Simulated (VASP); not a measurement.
# TePb (I4mm) in VASP: further runs

The runs below take TePb through single point, with PBE.

Program: VASP 6.6.1. These are calculated values, not measurements. Logs are shortened: lines on timing, memory, paths and dates and some standing lists are left out, and cuts for length are marked.

## Step 1: The cell of the first run

Symmetry: I4mm, No. 107, tetragonal system. The conventional cell has a = 4.564 Å, b = 4.564 Å, c = 6.454 Å, α = 90.00°, β = 90.00°, γ = 90.00°. Te (site symmetry 4mm) has 5 Pb at 2.73 to 3.27 Å within 3.6 Å. Within 3.6 Å of Pb (site symmetry 4mm) lie 5 Te at 2.73 to 3.27 Å.

## Step 2: Single point, PBE (all Pb atoms moved -0.500 Å, as atom 2 along Cartesian [0 0 1])

INCAR

```
SYSTEM = TePb
PREC = Accurate ; ENCUT = 520
EDIFF = 1E-6 ; ISMEAR = 0
SIGMA = 0.05 ; LREAL = .False.
LASPH = .True. ; NELM = 60
ALGO = Normal ; ISIF = 2
LWAVE = .False. ; LCHARG = .False.
GGA = PE ; NBANDS = 17
```

KPOINTS

```
regular mesh
0
Gamma
  8 8 8
  0 0 0
```

POSCAR

```
TePb
1.0
    0.0000000000      3.2270000000      3.2270000000
    3.2270000000      0.0000000000      3.2270000000
    3.2270000000      3.2270000000      0.0000000000
Te Pb
1 1
Direct
    0.5000000000      0.5000000000      0.5000000000
   -0.0774713356     -0.0774713356      0.0774713356
```

Potentials or basis: VASP PAW PBE potentials, release 64 (Te, Pb_d).

Started as:

```sh
> cat potpaw_PBE.64/Te/POTCAR potpaw_PBE.64/Pb_d/POTCAR > POTCAR
> mpirun -np 1 vasp_std > vasp.out
```

OUTCAR:

```text
SYSTEM = TePb
   PREC = Accurate
   ENCUT = 520
   EDIFF = 1E-6
   ISMEAR = 0
   LREAL = .False.
   LASPH = .True.
   NELM = 60
   ISIF = 2
   GGA = PE

 ion  position               nearest neighbor table
   1  0.500  0.500  0.500-   2 2.73   2 3.27   2 3.27   2 3.27   2 3.27   2 3.73
   2  0.923  0.923  0.077-   1 2.73   1 3.27   1 3.27   1 3.27   1 3.27   1 3.73

  LATTYP: Found a face centered cubic cell.
 ALAT       =     6.4540000000

  Lattice vectors:

 A1 = (   0.0000000000,   3.2270000000,   3.2270000000)
 A2 = (   3.2270000000,   0.0000000000,   3.2270000000)
 A3 = (   3.2270000000,   3.2270000000,   0.0000000000)

Analysis of symmetry for initial positions (statically):
=====================================================================
 Subroutine PRICEL returns:
 Original cell was already a primitive cell.

 Routine SETGRP: Setting up the symmetry group for a
 face centered cubic supercell.

 Subroutine GETGRP returns: Found  8 space group operations
 (whereof  8 operations were pure point group operations)
 out of a pool of 48 trial point group operations.

The static configuration has the point symmetry C_4v.

Analysis of symmetry for dynamics (positions and initial velocities):
=====================================================================
 Subroutine PRICEL returns:
 Original cell was already a primitive cell.

 Routine SETGRP: Setting up the symmetry group for a
 face centered cubic supercell.

 Subroutine GETGRP returns: Found  8 space group operations
 (whereof  8 operations were pure point group operations)
 out of a pool of 48 trial point group operations.

The dynamic configuration has the point symmetry C_4v.

 Subroutine INISYM returns: Found  8 space group operations
 (whereof  8 operations are pure point group operations),
 and found     1 'primitive' translations

----------------------------------------------------------------------------------------

                                     Primitive cell

  volume of cell :      67.2089

  direct lattice vectors                    reciprocal lattice vectors
     0.000000000  3.227000000  3.227000000    -0.154942671  0.154942671  0.154942671
     3.227000000  0.000000000  3.227000000     0.154942671 -0.154942671  0.154942671
     3.227000000  3.227000000  0.000000000     0.154942671  0.154942671 -0.154942671

  length of vectors
     4.563667166  4.563667166  4.563667166     0.268368579  0.268368579  0.268368579

  position of ions in fractional coordinates (direct lattice)
     0.500000000  0.500000000  0.500000000
     0.922528664  0.922528664  0.077471336

  ion indices of the primitive-cell ions
   primitive index   ion index
                 1           1
                 2           2

----------------------------------------------------------------------------------------

 KPOINTS: regular mesh

Automatic generation of k-mesh.
 Grid dimensions read from file:
 generate k-points for:    8    8    8

 Generating k-lattice:

  Cartesian coordinates                     Fractional coordinates (reciprocal lattice)
    -0.019367834  0.019367834  0.019367834     0.125000000  0.000000000  0.000000000
     0.019367834 -0.019367834  0.019367834     0.000000000  0.125000000  0.000000000
     0.019367834  0.019367834 -0.019367834     0.000000000  0.000000000  0.125000000

  Length of vectors
     0.033546072  0.033546072  0.033546072

  Shift w.r.t. Gamma in fractional coordinates (k-lattice)
     0.000000000  0.000000000  0.000000000

 Subroutine IBZKPT returns following result:
 ===========================================

 Found     59 irreducible k-points:

 Following reciprocal coordinates:
            Coordinates               Weight
  0.000000  0.000000  0.000000      1.000000
  0.125000  0.000000  0.000000      8.000000
  0.250000  0.000000  0.000000      8.000000
  0.375000  0.000000  0.000000      8.000000
  0.500000  0.000000  0.000000      4.000000
  0.125000  0.125000  0.000000      2.000000
[... 16 lines left out ...]
  0.000000  0.375000  0.250000     16.000000
  0.500000  0.250000  0.000000      8.000000
 [... further k-points ...]
   k-points           NKPTS =     59   k-points in BZ     NKDIM =     59   number of bands    NBANDS=     17
   number of dos      NEDOS =    301   number of ions     NIONS =      2
   total plane-waves  NPLWV =  46656
   dimension x,y,z NGX =    36 NGY =   36 NGZ =   36
   dimension x,y,z NGXF=    72 NGYF=   72 NGZF=   72
   ions per type =               1   1
   NGX,Y,Z   is equivalent  to a cutoff of  13.11, 13.11, 13.11 a.u.
   NGXF,Y,Z  is equivalent  to a cutoff of  26.23, 26.23, 26.23 a.u.
 SYSTEM =  TePb
   PREC   = accura    normal or accurate (medium, high low for compatibility)
   ISTART =      0    job   : 0-new  1-cont  2-samecut
   ICHARG =      2    charge: 1-file 2-atom 10-const
   ISPIN  =      1    spin polarized calculation?
   LNONCOLLINEAR =      F non collinear calculations
   LSORBIT =      F    spin-orbit coupling
   LASPH  =      T    aspherical Exc in radial PAW
   ENCUT  =  520.0 eV  38.22 Ry    6.18 a.u.   8.49  8.49  8.49*2*pi/ulx,y,z
   NELM   =     60;   NELMIN=  2; NELMDL= -5     # of ELM steps
   EDIFF  = 0.1E-05   stopping-criterion for ELM
   LREAL  =      F    real-space projection
   EDIFFG = 0.1E-04   stopping-criterion for IOM
   NSW    =      0    number of steps for IOM
   IBRION =     -1    ionic relax: 0-MD 1-quasi-New 2-CG
   NFREE  =      0    steps in history (QN), initial steepest desc. (CG)
   ISIF   =      2    stress and relaxation
   ISYM   =      2    0-nonsym 1-usesym 2-fastsym
   POTIM  = 0.5000    time-step for ionic-motion
   TEBEG  =    0.0;   TEEND  =   0.0 temperature during run
   PSTRESS=    0.0 pullay stress
   NELECT =      20.0000    total number of electrons
   NUPDOWN=      -1.0000    fix difference up-down
   EMIN   =  10.00;   EMAX   =-10.00  energy-range for DOS
   EFERMI =   0.00;   METHOD = LEGACY
   ISMEAR =     0;   SIGMA  =   0.05  broadening in eV -4-tet -1-fermi 0-gaus
   EFERMI_NEDOS =   21; number of points for ismear=-14 and -15
   IALGO  =     38    algorithm
   IMIX   =      4    mixing-type and parameters
     AMIX     =   0.40;   BMIX     =  1.00
     AMIX_MAG =   1.60;   BMIX_MAG =  1.00
  volume/ion in A,a.u.               =      33.60       226.77
  Fermi-wavevector in a.u.,A,eV,Ry     =   1.092972  2.065418 16.253366  1.194589
  Thomas-Fermi vector in A             =   2.229249
   LORBIT       =      0    0 simple, 1 ext, 2 COOP (PROOUT), +10 PAW based schemes
   GGA     = PE    functional components
   LHFCALC =     F    Hartree Fock is set to
   AEXX    =    0.0000 exact exchange contribution
   IVDW    =     0    specifies the selected vdW correction
   LEPSILON=     F    determine dielectric tensor
   LRPA    =     F    only Hartree local field effects (RPA)
 non-spin polarized calculation
 Gauss-broadening in eV      SIGMA  =   0.05
  energy-cutoff  :      520.00
  volume of cell :       67.21
 maximum number of plane-waves:      1837
 NGX is ok and might be reduce to    36
   NGX = 17   NGY = 17   NGZ = 17

 number of electron      19.9999997 magnetization

 Free energy of the ion-electron system (eV)
  ---------------------------------------------------
  ext. energy  EPLUGINS =         0.00000000
  ---------------------------------------------------
  free energy    TOTEN  =        -7.20781542 eV

  energy without entropy =       -7.20781542  energy(sigma->0) =       -7.20781542

 E-fermi :   5.8805     XC(G=0):  -9.2704

 val. band max:        5.5907764687   @ k =  -0.2500   0.1250   0.0000
 cond. band min:       6.8898283674   @ k =   0.5000   0.0000   0.0000
 fundamental gap:      1.2990518987
 Fermi energy:         5.8805316175

 k-point     1 :       0.0000    0.0000    0.0000
  band No.  band energies     occupation
      1     -11.0359      2.00000
      2     -10.9833      2.00000
      3     -10.9776      2.00000
      4     -10.9638      2.00000
      5     -10.9638      2.00000
      6      -6.6342      2.00000
[... 9 lines left out ...]
     16      12.3078      0.00000
     17      12.9608      0.00000

 k-point     2 :       0.1250    0.0000    0.0000
  band No.  band energies     occupation
      1     -11.0394      2.00000
      2     -10.9849      2.00000
      3     -10.9762      2.00000
      4     -10.9624      2.00000
      5     -10.9612      2.00000
      6      -6.5026      2.00000
[... 9 lines left out ...]
     16      12.1552      0.00000
     17      13.9310      0.00000

 k-point     3 :       0.2500    0.0000    0.0000
  band No.  band energies     occupation
      1     -11.0480      2.00000
      2     -10.9893      2.00000
      3     -10.9733      2.00000
      4     -10.9586      2.00000
      5     -10.9542      2.00000
      6      -6.1295      2.00000
[... 9 lines left out ...]
     16      12.6032      0.00000
     17      15.8550      0.00000

 k-point     4 :       0.3750    0.0000    0.0000
  band No.  band energies     occupation
      1     -11.0566      2.00000
      2     -10.9942      2.00000
      3     -10.9712      2.00000
      4     -10.9539      2.00000
      5     -10.9468      2.00000
      6      -5.6173      2.00000
[... 9 lines left out ...]
     16      13.7239      0.00000
     17      16.6367      0.00000
[... 343 lines left out ...]
      1     -11.0832      2.00000
      2     -10.9826      2.00000
      3     -10.9783      2.00000
      4     -10.9446      2.00000
      5     -10.9429      2.00000
      6      -5.4832      2.00000
[... 9 lines left out ...]
     16      14.9284      0.00000
     17      15.7958      0.00000

 k-point    23 :       0.0000    0.3750    0.2500
  band No.  band energies     occupation
      1     -11.0635      2.00000
      2     -10.9935      2.00000
      3     -10.9689      2.00000
      4     -10.9604      2.00000
      5     -10.9431      2.00000
      6      -5.6166      2.00000
[... 9 lines left out ...]
     16      14.9462      0.00000
     17      15.5183      0.00000

 k-point    24 :       0.5000    0.2500    0.0000
  band No.  band energies     occupation
      1     -11.0872      2.00000
      2     -10.9830      2.00000
      3     -10.9782      2.00000
      4     -10.9442      2.00000
      5     -10.9396      2.00000
      6      -5.0481      2.00000
[... 9 lines left out ...]
     16      15.2543      0.00000
     17      16.1408      0.00000

 [... further k-points ...]
[... 5 lines left out ...]
  --------------------------------------------------------------------------------------
  -------------------------------------------------------------------------------------
  Total        0.8768656      0.8768656      5.6600390      0.0000000      0.0000000      0.0000000
  in kB       20.9033892     20.9033892    134.9283200      0.0000000      0.0000000      0.0000000
  external PRESSURE =      58.9116994 kB  Pullay stress =       0.0000000 kB

 VOLUME and BASIS-vectors are now :
 -----------------------------------------------------------------------------
  energy-cutoff  :      520.00
  volume of cell :       67.21
      direct lattice vectors                 reciprocal lattice vectors
     0.000000000  3.227000000  3.227000000    -0.154942671  0.154942671  0.154942671
     3.227000000  0.000000000  3.227000000     0.154942671 -0.154942671  0.154942671
     3.227000000  3.227000000  0.000000000     0.154942671  0.154942671 -0.154942671

 POSITION                                       TOTAL-FORCE (eV/Angst)
 -----------------------------------------------------------------------------------
      3.22700      3.22700      3.22700         0.000000      0.000000     -1.889008
      3.22700      3.22700      5.95400         0.000000      0.000000      1.889008
 -----------------------------------------------------------------------------------
    total drift:                                0.000000      0.000000     -0.000193

  FREE ENERGIE OF THE ION-ELECTRON SYSTEM (eV)
  ---------------------------------------------------
  free  energy   TOTEN  =        -7.2078154186 eV

  energy  without entropy=       -7.2078154186  energy(sigma->0) =       -7.20781542
```

Run time: 26 s. Hardware: 1 thread of Intel Xeon Platinum 8559C (Emerald Rapids), shared host; peak memory 0.24 GiB.

Results:

```
Free energy            : -7.2078 eV
Pressure               : 5.9 GPa
Largest force          : 1.889 eV/Å
Band gap on the k mesh : 1.30 eV, indirect (least direct gap 1.52 eV)
```

Forces on the atoms (eV/Å):
```
Te   0.000  0.000 -1.889
Pb   0.000  0.000  1.889
```

Stress tensor (GPa, compression positive):
```
 2.09  0.00  0.00
 0.00  2.09  0.00
 0.00  0.00 13.49
```

Levels at points of the mesh, in eV from the valence-band top:
```
           k point  band 8  band 9  band 10  band 11  band 12  band 13
(0.00, 0.00, 0.00)   -1.65   -1.11    -1.11     3.20     3.20     4.64
(0.50, 0.00, 0.00)   -1.55   -1.01    -0.30     1.30     1.54     2.41
(0.50, 0.50, 0.00)   -3.61   -2.79    -2.79     3.36     5.68     5.68
(0.00, 0.50, 0.50)   -4.46   -2.67    -2.52     2.29     6.23     6.48
```

Caveat: the cell differs from its parent crystal (all Pb atoms moved -0.500 Å, as atom 2 along Cartesian [0 0 1]); spin-orbit coupling is left out, which moves the levels of the heavy elements; forces of over 1 eV/Å act on the atoms, so gaps and moduli don't describe the material at rest. A k mesh can miss the band edges.

## Step 3: Single point, PBE (all Pb atoms moved +0.375 Å, as atom 2 along Cartesian [0 0 1])

INCAR

```
ALGO = Normal
EDIFF = 1E-6
ENCUT = 520
GGA = PE
ISIF = 2
ISMEAR = 0
LASPH = T
LCHARG = F
LREAL = F
LWAVE = F
NBANDS = 17
NELM = 80
PREC = Accurate
SIGMA = 0.05
```

KPOINTS

```
k-points
0
Gamma
  8 8 8
```

Changes to POSCAR since step 2:

```diff
@@ -9,2 +9,2 @@
     0.5000000000      0.5000000000      0.5000000000
-   -0.0774713356     -0.0774713356      0.0774713356
+    0.0581035017      0.0581035017     -0.0581035017
```

Potentials or basis: VASP PAW PBE potentials, release 64 (Te, Pb_d).

Started as:

```sh
> cat potpaw_PBE.64/Te/POTCAR potpaw_PBE.64/Pb_d/POTCAR > POTCAR
> mpirun -np 1 vasp_std > vasp.out
```

OUTCAR:

```text
EDIFF = 1E-6
   ENCUT = 520
   GGA = PE
   ISIF = 2
   ISMEAR = 0
   LASPH = T
   LREAL = F
   NELM = 80
   PREC = Accurate

 ion  position               nearest neighbor table
   1  0.500  0.500  0.500-   2 2.85   2 3.25   2 3.25   2 3.25   2 3.25   2 3.60
   2  0.058  0.058  0.942-   1 2.85   1 3.25   1 3.25   1 3.25   1 3.25   1 3.60

  LATTYP: Found a face centered cubic cell.
 ALAT       =     6.4540000000

  Lattice vectors:

 A1 = (   0.0000000000,   3.2270000000,   3.2270000000)
 A2 = (   3.2270000000,   0.0000000000,   3.2270000000)
 A3 = (   3.2270000000,   3.2270000000,   0.0000000000)

Analysis of symmetry for initial positions (statically):
=====================================================================
 Subroutine PRICEL returns:
 Original cell was already a primitive cell.

 Routine SETGRP: Setting up the symmetry group for a
 face centered cubic supercell.

 Subroutine GETGRP returns: Found  8 space group operations
 (whereof  8 operations were pure point group operations)
 out of a pool of 48 trial point group operations.

[... 154 lines left out ...]

 Free energy of the ion-electron system (eV)
  ---------------------------------------------------
  ext. energy  EPLUGINS =         0.00000000
  ---------------------------------------------------
  free energy    TOTEN  =        -7.38113625 eV

  energy without entropy =       -7.38113625  energy(sigma->0) =       -7.38113625

 E-fermi :   5.8191     XC(G=0):  -9.2895

 val. band max:        5.5639072824   @ k =  -0.2500   0.1250   0.0000
 cond. band min:       6.7220473164   @ k =   0.5000   0.0000   0.0000
 fundamental gap:      1.1581400340
 Fermi energy:         5.8190956963

 k-point     1 :       0.0000    0.0000    0.0000
  band No.  band energies     occupation
      1     -11.0114      2.00000
      2     -10.9959      2.00000
      3     -10.9886      2.00000
      4     -10.9751      2.00000
      5     -10.9751      2.00000
      6      -6.5200      2.00000
[... 457 lines left out ...]
      4     -10.9567      2.00000
      5     -10.9524      2.00000
      6      -4.9412      2.00000
[... 9 lines left out ...]
     16      15.2884      0.00000
     17      16.1347      0.00000

 [... further k-points ...]
[... 5 lines left out ...]
  --------------------------------------------------------------------------------------
  -------------------------------------------------------------------------------------
  Total        0.9006557      0.9006557      3.4282160      0.0000000     -0.0000000      0.0000000
  in kB       21.4705162     21.4705162     81.7244251      0.0000000     -0.0000000      0.0000000
  external PRESSURE =      41.5551525 kB  Pullay stress =       0.0000000 kB

 VOLUME and BASIS-vectors are now :
 -----------------------------------------------------------------------------
  energy-cutoff  :      520.00
  volume of cell :       67.21
      direct lattice vectors                 reciprocal lattice vectors
     0.000000000  3.227000000  3.227000000    -0.154942671  0.154942671  0.154942671
     3.227000000  0.000000000  3.227000000     0.154942671 -0.154942671  0.154942671
     3.227000000  3.227000000  0.000000000     0.154942671  0.154942671 -0.154942671

 POSITION                                       TOTAL-FORCE (eV/Angst)
 -----------------------------------------------------------------------------------
      3.22700      3.22700      3.22700         0.000000      0.000000      0.956691
      3.22700      3.22700      0.37500         0.000000      0.000000     -0.956691
 -----------------------------------------------------------------------------------
    total drift:                               -0.000000     -0.000000     -0.000134

  FREE ENERGIE OF THE ION-ELECTRON SYSTEM (eV)
  ---------------------------------------------------
  free  energy   TOTEN  =        -7.3811362511 eV

  energy  without entropy=       -7.3811362511  energy(sigma->0) =       -7.38113625
```

stdout:

```text
POSCAR found type information on POSCAR TePb
 POSCAR found :  2 types and       2 ions
 scaLAPACK will be used
 LDA part: xc-table for (Slater+PW92), standard interpolation
 POSCAR, INCAR and KPOINTS ok, starting setup
 FFT: planning ... GRIDC
 FFT: planning ... GRID_SOFT
 FFT: planning ... GRID
 WAVECAR not read
 entering main loop
```

Wall time 26 s (1 thread of Intel Xeon Platinum 8559C (Emerald Rapids), shared host); peak memory 0.24 GiB.

What came out:

```
Free energy            : -7.3811 eV
Pressure               : 4.2 GPa
Largest force          : 0.957 eV/Å
Band gap on the k mesh : 1.16 eV, indirect (least direct gap 1.30 eV)
```

Forces on the atoms (eV/Å):
```
Te   0.000  0.000  0.957
Pb   0.000  0.000 -0.957
```

Stress tensor (GPa, compression positive):
```
2.15 0.00 0.00
0.00 2.15 0.00
0.00 0.00 8.17
```

Caveat: the cell differs from its parent crystal (all Pb atoms moved +0.375 Å, as atom 2 along Cartesian [0 0 1]); spin-orbit coupling is left out, which moves the levels of the heavy elements. A k mesh can miss the band edges.

## Step 4: Single point, PBE (all Pb atoms moved -0.250 Å, as atom 2 along Cartesian [0 0 1])

Changes to INCAR since step 3:

```diff
@@ -11,3 +11,3 @@
 NBANDS = 17
-NELM = 80
+NELM = 100
 PREC = Accurate
```

KPOINTS is that of step 3.

Changes to POSCAR since step 3:

```diff
@@ -9,2 +9,2 @@
     0.5000000000      0.5000000000      0.5000000000
-    0.0581035017      0.0581035017     -0.0581035017
+   -0.0387356678     -0.0387356678      0.0387356678
```

Started as:

```sh
> cat potpaw_PBE.64/Te/POTCAR potpaw_PBE.64/Pb_d/POTCAR > POTCAR
> mpirun -np 1 vasp_std > vasp.out
```

Wall time 27 s (1 thread of Intel Xeon Platinum 8559C (Emerald Rapids), shared host); peak memory 0.24 GiB.

The run converged. Its results:

| Item | Value |
| --- | --- |
| Free energy | -7.4622 eV |
| Pressure | 3.1 GPa |
| Largest force | 0.396 eV/Å |
| Band gap on the k mesh | 1.02 eV, direct |

Forces on the atoms (eV/Å):
```
Te   0.000  0.000 -0.396
Pb   0.000  0.000  0.396
```

Stress tensor (GPa, compression positive):
```
2.20 0.00 0.00
0.00 2.20 0.00
0.00 0.00 4.75
```

Levels at points of the mesh, in eV from the valence-band top:
| k point | band 8 | band 9 | band 10 | band 11 | band 12 | band 13 |
| --- | --- | --- | --- | --- | --- | --- |
| (0.00, 0.00, 0.00) | -1.34 | -1.19 | -1.19 | 3.90 | 3.90 | 4.33 |
| (0.50, 0.00, 0.00) | -1.03 | -0.82 | 0.00 | 1.02 | 1.44 | 1.71 |
| (0.50, 0.50, 0.00) | -4.15 | -2.71 | -2.71 | 3.40 | 5.65 | 5.65 |
| (0.00, 0.50, 0.50) | -4.40 | -2.69 | -2.64 | 3.06 | 5.78 | 5.92 |

Caveat: the cell differs from its parent crystal (all Pb atoms moved -0.250 Å, as atom 2 along Cartesian [0 0 1]); spin-orbit coupling is left out, which moves the levels of the heavy elements.
